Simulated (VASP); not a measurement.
Runs of VASP 6.6.1 on C. The structure is that of space group Imma (No. 74), or close to it. The cells are those of the table. 

```tsv
task	cell	k mesh	cutoff (eV)	smearing	gap on the mesh (eV)	pressure (GPa)	largest force (eV/Å)
single point	a = 3.484 Å, angles 137.1, 89.7, 105.8°, 4 atoms	8 × 8 × 8	520	gaussian 0.1 eV	2.71	0.5	0.02
relaxation of cell and atoms	relaxed from a = 3.312 Å, angles 133.8, 100.1, 97.5°, 4 atoms	8 × 8 × 8	600	gaussian 0.1 eV	2.74	-0.1	0.01
single point	a = 3.484 Å, angles 137.1, 89.7, 105.8°, 4 atoms	10 × 10 × 10	520	gaussian 0.02 eV	2.71	0.5	0.02
single point	a = 3.312 Å, angles 133.8, 100.1, 97.5°, 4 atoms	8 × 8 × 8	520	gaussian 0.1 eV	2.87	(a)	2.26
```

Alike in all rows: level PBE; potentials or basis VASP PAW PBE potentials, release 64 (C); no spin polarisation.

Q: Fill in the values left out.

A: (a) 28.1.

Caveats: forces of over 1 eV/Å act on the atoms, so gaps and moduli don't describe the material at rest (some runs).

A k mesh can miss the band edges.
